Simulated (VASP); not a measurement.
Write the native input for VASP 6.6.1 that does the following.

```
Task                   : single point
Functional             : PBE
Potentials or basis    : VASP PAW PBE potentials, release 64 (Na_pv, S)
Cutoff                 : 520 eV
k mesh                 : 3 × 3 × 4
Occupations            : gaussian, width 0.1 eV
Spin                   : no spin polarisation
Dipole correction      : no
Further INCAR settings : ALGO = Normal; EDIFF = 1e-06; NBANDS = 30
```

The structure of NaS6 lies in POSCAR:

```
NaS6
1.0
    6.9451968822      0.0000000000      0.0000000000
   -3.4725984411      6.0147169343      0.0000000000
    0.0000000000      0.0000000000      4.5476154845
Na S
1 6
Direct
    0.0000000000      0.0000000000      0.0000000000
    0.8186858704      0.6373717407      0.5000000000
    0.3626282593      0.1813141296      0.5000000000
    0.8186858704      0.1813141296      0.5000000000
    0.1813141296      0.3626282593      0.5000000000
    0.6373717407      0.8186858704      0.5000000000
    0.1813141296      0.8186858704      0.5000000000
```

The cell was built from a structure type or drawn by symmetry, and may not be a known phase.

One way to write it, as run:

INCAR

```
SYSTEM = NaS6
  PREC = Accurate
  ENCUT = 520
  EDIFF = 1E-6
  ISMEAR = 0
  SIGMA = 0.1
  LREAL = .FALSE.
  LASPH = .TRUE.
  NELM = 100
  ALGO = Normal
  ISIF = 2
  LWAVE = .FALSE.
  LCHARG = .FALSE.
  GGA = PE
  NBANDS = 30
```

KPOINTS

```
Automatic mesh
0
G
  3 3 4
  0 0 0
```

Potentials or basis: VASP PAW PBE potentials, release 64 (Na_pv, S).

Run with:

```bash
$ cat potpaw_PBE.64/Na_pv/POTCAR potpaw_PBE.64/S/POTCAR > POTCAR
$ mpirun -np 1 vasp_std > vasp.out
```

It gave:

The pressure is -0.3 GPa and the largest force is 0.042 eV/Å. The band gap on the k mesh is zero (an odd number of electrons rules out a gap without spin polarisation).

Wall time 100 s on 1 thread of Oxide Virtual Turin-like Processor (shared host), peak memory 0.26 GiB.
